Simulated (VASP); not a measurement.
Runs of VASP 6.6.1 on LiH. The structure is that of space group Fm-3m (No. 225), or close to it. The cells are those of the table. 

```csv
cell,gap on the mesh (eV)
"a = 2.774 Å, angles 60.0°, 2 atoms",3.54
"a = 2.887 Å, angles 60.0°, 2 atoms",(a)
"a = 2.860 Å, angles 60.0°, 2 atoms",3.60
"a = 2.803 Å, angles 60.0°, 2 atoms",3.56
"a = 2.832 Å, angles 60.0°, 2 atoms",(b)
```

Alike in all rows: task single point; level r2SCAN; potentials or basis VASP PAW PBE potentials, release 64 (Li_sv, H); no spin polarisation; k mesh 10 × 10 × 10; cutoff (eV) 520; smearing gaussian 0.02 eV.

Q: Estimate the missing entries.

A: (a) 3.61; (b) 3.58.

A k mesh can miss the band edges.
